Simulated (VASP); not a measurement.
# HfO2 (base) (Fm-3m) in VASP: single point with PBE

Aim: the single point of HfO2 (base) with PBE.

Program: VASP 6.6.1. These are calculated values, not measurements. Logs are shortened: lines on timing, memory, paths and dates and some standing lists are left out, and cuts for length are marked.

### Step 1. The cell of the first run

The structure is cubic, space group Fm-3m (No. 225). The conventional cell has a = 5.098 Å, b = 5.098 Å, c = 5.098 Å, α = 90.00°, β = 90.00°, γ = 90.00°. Hf (site symmetry m-3m) has 8 O at 2.21 Å within 2.9 Å. O (site symmetry -43m) has 4 Hf at 2.21 Å and 6 O at 2.55 Å within 2.9 Å.

### Step 2. Single point, PBE

File INCAR:

```
ALGO = Normal
EDIFF = 1E-6
ENCUT = 600
GGA = PE
GGA_COMPAT = F
ISIF = 2
ISMEAR = 0
LASPH = T
LCHARG = T
LELF = T
LREAL = F
LVHAR = T
LWAVE = F
NBANDS = 18
NELM = 120
PREC = Accurate
SIGMA = 0.02
```

File KPOINTS:

```
k-points
0
Gamma
  8 8 8
```

File POSCAR:

```
HfO2
1.0
    0.0000000000      2.5488058705      2.5488058705
    2.5488058705      0.0000000000      2.5488058705
    2.5488058705      2.5488058705      0.0000000000
Hf O
1 2
Direct
    0.0000000000      0.0000000000      0.0000000000
    0.2500000000      0.2500000000      0.2500000000
    0.7500000000      0.7500000000      0.7500000000
```

Potentials or basis: VASP PAW PBE potentials, release 64 (Hf_pv, O).

Run with:

```
$ cat potpaw_PBE.64/Hf_pv/POTCAR potpaw_PBE.64/O/POTCAR > POTCAR
$ mpirun -np 1 vasp_std > vasp.out
```

OUTCAR:

```text
EDIFF = 1E-6
   ENCUT = 600
   GGA = PE
   ISIF = 2
   ISMEAR = 0
   LASPH = T
   LREAL = F
   NELM = 120
   PREC = Accurate

 ion  position               nearest neighbor table
   1  0.000  0.000  0.000-   3 2.21   3 2.21   3 2.21   2 2.21   3 2.21   2 2.21   2 2.21   2 2.21

   2  0.250  0.250  0.250-   1 2.21   1 2.21   1 2.21   1 2.21
   3  0.750  0.750  0.750-   1 2.21   1 2.21   1 2.21   1 2.21

  LATTYP: Found a face centered cubic cell.
 ALAT       =     5.0976117410

  Lattice vectors:

 A1 = (   0.0000000000,   2.5488058705,   2.5488058705)
 A2 = (   2.5488058705,   0.0000000000,   2.5488058705)
 A3 = (   2.5488058705,   2.5488058705,   0.0000000000)

Analysis of symmetry for initial positions (statically):
=====================================================================
 Subroutine PRICEL returns:
 Original cell was already a primitive cell.

 Routine SETGRP: Setting up the symmetry group for a
 face centered cubic supercell.

 Subroutine GETGRP returns: Found 48 space group operations
 (whereof 48 operations were pure point group operations)
 out of a pool of 48 trial point group operations.

The static configuration has the point symmetry O_h .

Analysis of symmetry for dynamics (positions and initial velocities):
=====================================================================
 Subroutine PRICEL returns:
 Original cell was already a primitive cell.

 Routine SETGRP: Setting up the symmetry group for a
 face centered cubic supercell.

 Subroutine GETGRP returns: Found 48 space group operations
 (whereof 48 operations were pure point group operations)
 out of a pool of 48 trial point group operations.

The dynamic configuration has the point symmetry O_h .

 Subroutine INISYM returns: Found 48 space group operations
 (whereof 48 operations are pure point group operations),
 and found     1 'primitive' translations

----------------------------------------------------------------------------------------

                                     Primitive cell

  volume of cell :      33.1162

  direct lattice vectors                    reciprocal lattice vectors
     0.000000000  2.548805870  2.548805870    -0.196170295  0.196170295  0.196170295
     2.548805870  0.000000000  2.548805870     0.196170295 -0.196170295  0.196170295
     2.548805870  2.548805870  0.000000000     0.196170295  0.196170295 -0.196170295

  length of vectors
     3.604555830  3.604555830  3.604555830     0.339776918  0.339776918  0.339776918

  position of ions in fractional coordinates (direct lattice)
     0.000000000  0.000000000  0.000000000
     0.250000000  0.250000000  0.250000000
     0.750000000  0.750000000  0.750000000

  ion indices of the primitive-cell ions
   primitive index   ion index
                 1           1
                 2           2
                 3           3

----------------------------------------------------------------------------------------

 KPOINTS: k-points

Automatic generation of k-mesh.
 Grid dimensions read from file:
 generate k-points for:    8    8    8

 Generating k-lattice:

  Cartesian coordinates                     Fractional coordinates (reciprocal lattice)
    -0.024521287  0.024521287  0.024521287     0.125000000  0.000000000  0.000000000
     0.024521287 -0.024521287  0.024521287     0.000000000  0.125000000  0.000000000
     0.024521287  0.024521287 -0.024521287     0.000000000  0.000000000  0.125000000

  Length of vectors
     0.042472115  0.042472115  0.042472115

  Shift w.r.t. Gamma in fractional coordinates (k-lattice)
     0.000000000  0.000000000  0.000000000

 Subroutine IBZKPT returns following result:
 ===========================================

 Found     29 irreducible k-points:

 Following reciprocal coordinates:
            Coordinates               Weight
  0.000000  0.000000  0.000000      1.000000
  0.125000  0.000000  0.000000      8.000000
  0.250000  0.000000  0.000000      8.000000
  0.375000  0.000000  0.000000      8.000000
  0.500000  0.000000  0.000000      4.000000
  0.125000  0.125000  0.000000      6.000000
[... 16 lines left out ...]
  0.500000  0.250000  0.125000     48.000000
 -0.375000  0.250000  0.125000     24.000000
 [... further k-points ...]
   k-points           NKPTS =     29   k-points in BZ     NKDIM =     29   number of bands    NBANDS=     18
   number of dos      NEDOS =    301   number of ions     NIONS =      3
   total plane-waves  NPLWV =  27000
   dimension x,y,z NGX =    30 NGY =   30 NGZ =   30
   dimension x,y,z NGXF=    60 NGYF=   60 NGZF=   60
   ions per type =               1   2
   NGX,Y,Z   is equivalent  to a cutoff of  13.84, 13.84, 13.84 a.u.
   NGXF,Y,Z  is equivalent  to a cutoff of  27.67, 27.67, 27.67 a.u.
 SYSTEM =  unknown system
   PREC   = accura    normal or accurate (medium, high low for compatibility)
   ISTART =      0    job   : 0-new  1-cont  2-samecut
   ICHARG =      2    charge: 1-file 2-atom 10-const
   ISPIN  =      1    spin polarized calculation?
   LNONCOLLINEAR =      F non collinear calculations
   LSORBIT =      F    spin-orbit coupling
   LASPH  =      T    aspherical Exc in radial PAW
   ENCUT  =  600.0 eV  44.10 Ry    6.64 a.u.   7.20  7.20  7.20*2*pi/ulx,y,z
   NELM   =    120;   NELMIN=  2; NELMDL= -5     # of ELM steps
   EDIFF  = 0.1E-05   stopping-criterion for ELM
   LREAL  =      F    real-space projection
   EDIFFG = 0.1E-04   stopping-criterion for IOM
   NSW    =      0    number of steps for IOM
   IBRION =     -1    ionic relax: 0-MD 1-quasi-New 2-CG
   NFREE  =      0    steps in history (QN), initial steepest desc. (CG)
   ISIF   =      2    stress and relaxation
   ISYM   =      2    0-nonsym 1-usesym 2-fastsym
   POTIM  = 0.5000    time-step for ionic-motion
   TEBEG  =    0.0;   TEEND  =   0.0 temperature during run
   PSTRESS=    0.0 pullay stress
   NELECT =      22.0000    total number of electrons
   NUPDOWN=      -1.0000    fix difference up-down
   EMIN   =  10.00;   EMAX   =-10.00  energy-range for DOS
   EFERMI =   0.00;   METHOD = LEGACY
   ISMEAR =     0;   SIGMA  =   0.02  broadening in eV -4-tet -1-fermi 0-gaus
   EFERMI_NEDOS =   21; number of points for ismear=-14 and -15
   IALGO  =     38    algorithm
   IMIX   =      4    mixing-type and parameters
     AMIX     =   0.40;   BMIX     =  1.00
     AMIX_MAG =   1.60;   BMIX_MAG =  1.00
  volume/ion in A,a.u.               =      11.04        74.49
  Fermi-wavevector in a.u.,A,eV,Ry     =   1.428463  2.699403 27.762773  2.040506
  Thomas-Fermi vector in A             =   2.548522
   LORBIT       =      0    0 simple, 1 ext, 2 COOP (PROOUT), +10 PAW based schemes
   GGA     = PE    functional components
   LHFCALC =     F    Hartree Fock is set to
   AEXX    =    0.0000 exact exchange contribution
   IVDW    =     0    specifies the selected vdW correction
   LEPSILON=     F    determine dielectric tensor
   LRPA    =     F    only Hartree local field effects (RPA)
 non-spin polarized calculation
 Gauss-broadening in eV      SIGMA  =   0.02
  energy-cutoff  :      600.00
  volume of cell :       33.12
 maximum number of plane-waves:      1124
 NGX is ok and might be reduce to    30
   NGX = 15   NGY = 15   NGZ = 15

 number of electron      21.9999994 magnetization

 Free energy of the ion-electron system (eV)
  ---------------------------------------------------
  ext. energy  EPLUGINS =         0.00000000
  ---------------------------------------------------
  free energy    TOTEN  =       -30.24866830 eV

  energy without entropy =      -30.24866830  energy(sigma->0) =      -30.24866830

 E-fermi :   4.2531     XC(G=0): -11.7514

 val. band max:        4.1383888526   @ k =   0.5000   0.5000   0.0000
 cond. band min:       7.8971235696   @ k =   0.5000   0.5000   0.0000
 fundamental gap:      3.7587347171
 Fermi energy:         4.2531132615

 k-point     1 :       0.0000    0.0000    0.0000
  band No.  band energies     occupation
      1     -25.6234      2.00000
      2     -25.6234      2.00000
      3     -25.6234      2.00000
      4     -14.4916      2.00000
      5     -11.5409      2.00000
      6      -1.1044      2.00000
[... 10 lines left out ...]
     17      14.3560      0.00000
     18      17.5343      0.00000

 k-point     2 :       0.1250    0.0000    0.0000
  band No.  band energies     occupation
      1     -25.6855      2.00000
      2     -25.6302      2.00000
      3     -25.6302      2.00000
      4     -14.2921      2.00000
      5     -11.7036      2.00000
      6      -0.9570      2.00000
[... 10 lines left out ...]
     17      14.1009      0.00000
     18      17.4974      0.00000

 k-point     3 :       0.2500    0.0000    0.0000
  band No.  band energies     occupation
      1     -25.8302      2.00000
      2     -25.6466      2.00000
      3     -25.6466      2.00000
      4     -13.8165      2.00000
      5     -12.0364      2.00000
      6      -0.5917      2.00000
[... 10 lines left out ...]
     17      13.6395      0.00000
     18      16.6386      0.00000

 k-point     4 :       0.3750    0.0000    0.0000
  band No.  band energies     occupation
      1     -25.9679      2.00000
      2     -25.6629      2.00000
      3     -25.6629      2.00000
      4     -13.3995      2.00000
      5     -12.2398      2.00000
      6      -0.2261      2.00000
[... 10 lines left out ...]
     17      13.5740      0.00000
     18      16.1261      0.00000

 k-point     5 :       0.5000    0.0000    0.0000
  band No.  band energies     occupation
      1     -26.0231      2.00000
      2     -25.6696      2.00000
      3     -25.6696      2.00000
      4     -13.2828      2.00000
      5     -12.2473      2.00000
      6      -0.0832      2.00000
[... 10 lines left out ...]
     17      13.3446      0.00000
     18      16.4495      0.00000

 k-point     6 :       0.1250    0.1250    0.0000
  band No.  band energies     occupation
      1     -25.6906      2.00000
      2     -25.6402      2.00000
      3     -25.6402      2.00000
      4     -14.2220      2.00000
      5     -11.7583      2.00000
      6      -0.9396      2.00000
[... 10 lines left out ...]
     17      14.0255      0.00000
     18      17.4611      0.00000

 k-point     7 :       0.2500    0.1250    0.0000
  band No.  band energies     occupation
      1     -25.7974      2.00000
      2     -25.6589      2.00000
      3     -25.6579      2.00000
      4     -13.8249      2.00000
      5     -12.0371      2.00000
      6      -0.6667      2.00000
[... 10 lines left out ...]
     17      13.7079      0.00000
     18      17.1277      0.00000

 k-point     8 :       0.3750    0.1250    0.0000
  band No.  band energies     occupation
      1     -25.9257      2.00000
      2     -25.6854      2.00000
      3     -25.6752      2.00000
      4     -13.3614      2.00000
      5     -12.2875      2.00000
      6      -0.3503      2.00000
[... 10 lines left out ...]
     17      14.0462      0.00000
     18      16.5402      0.00000
[... 229 lines left out ...]
     17      16.0905      0.00000
     18      17.5046      0.00000

 k-point    20 :      -0.3750    0.3750    0.0000
  band No.  band energies     occupation
      1     -25.9623      2.00000
      2     -25.8356      2.00000
      3     -25.7156      2.00000
      4     -12.7339      2.00000
      5     -12.4910      2.00000
      6      -1.5813      2.00000
[... 10 lines left out ...]
     17      16.6683      0.00000
     18      17.4471      0.00000

 k-point    21 :       0.5000    0.5000    0.0000
  band No.  band energies     occupation
      1     -26.0462      2.00000
      2     -25.7376      2.00000
      3     -25.7376      2.00000
      4     -12.7812      2.00000
      5     -12.4189      2.00000
      6      -2.2241      2.00000
[... 10 lines left out ...]
     17      17.1722      0.00000
     18      17.4556      0.00000

 k-point    22 :       0.3750    0.2500    0.1250
  band No.  band energies     occupation
      1     -25.8741      2.00000
      2     -25.7126      2.00000
      3     -25.6675      2.00000
      4     -13.4111      2.00000
      5     -12.2828      2.00000
      6      -0.5998      2.00000
[... 10 lines left out ...]
     17      13.8362      0.00000
     18      17.1700      0.00000

 k-point    23 :       0.5000    0.2500    0.1250
  band No.  band energies     occupation
      1     -25.9418      2.00000
      2     -25.7637      2.00000
      3     -25.6860      2.00000
      4     -13.0343      2.00000
      5     -12.4406      2.00000
      6      -0.6038      2.00000
[... 10 lines left out ...]
     17      14.7780      0.00000
     18      16.9967      0.00000

 k-point    24 :      -0.3750    0.2500    0.1250
  band No.  band energies     occupation
      1     -25.9684      2.00000
      2     -25.7841      2.00000
      3     -25.6952      2.00000
      4     -12.9445      2.00000
      5     -12.4240      2.00000
      6      -0.6078      2.00000
[... 10 lines left out ...]
     17      15.0256      0.00000
     18      16.9683      0.00000

 [... further k-points ...]
[... 5 lines left out ...]
  --------------------------------------------------------------------------------------
  -------------------------------------------------------------------------------------
  Total       -0.7994257     -0.7994257     -0.7994257      0.0000000     -0.0000000     -0.0000000
  in kB      -38.6766113    -38.6766113    -38.6766113      0.0000000     -0.0000000     -0.0000000
  external PRESSURE =     -38.6766113 kB  Pullay stress =       0.0000000 kB

 VOLUME and BASIS-vectors are now :
 -----------------------------------------------------------------------------
  energy-cutoff  :      600.00
  volume of cell :       33.12
      direct lattice vectors                 reciprocal lattice vectors
     0.000000000  2.548805870  2.548805870    -0.196170295  0.196170295  0.196170295
     2.548805870  0.000000000  2.548805870     0.196170295 -0.196170295  0.196170295
     2.548805870  2.548805870  0.000000000     0.196170295  0.196170295 -0.196170295

 POSITION                                       TOTAL-FORCE (eV/Angst)
 -----------------------------------------------------------------------------------
      0.00000      0.00000      0.00000         0.000000      0.000000      0.000000
      1.27440      1.27440      1.27440         0.000000      0.000000      0.000000
      3.82321      3.82321      3.82321        -0.000000     -0.000000     -0.000000
 -----------------------------------------------------------------------------------
    total drift:                                0.000000     -0.000000      0.000000

  FREE ENERGIE OF THE ION-ELECTRON SYSTEM (eV)
  ---------------------------------------------------
  free  energy   TOTEN  =       -30.2486682982 eV

  energy  without entropy=      -30.2486682982  energy(sigma->0) =      -30.24866830
```

It took 28 s on 1 thread of Intel Xeon Platinum 8259CL at 2.50GHz (Skylake/Cascade Lake), shared host; peak memory 0.17 GiB.

What came out:

- Free energy: -30.2487 eV
- Pressure: -3.9 GPa
- Band gap on the k mesh: 3.76 eV, direct

Caveat: spin-orbit coupling is left out, which moves the levels of the heavy elements.
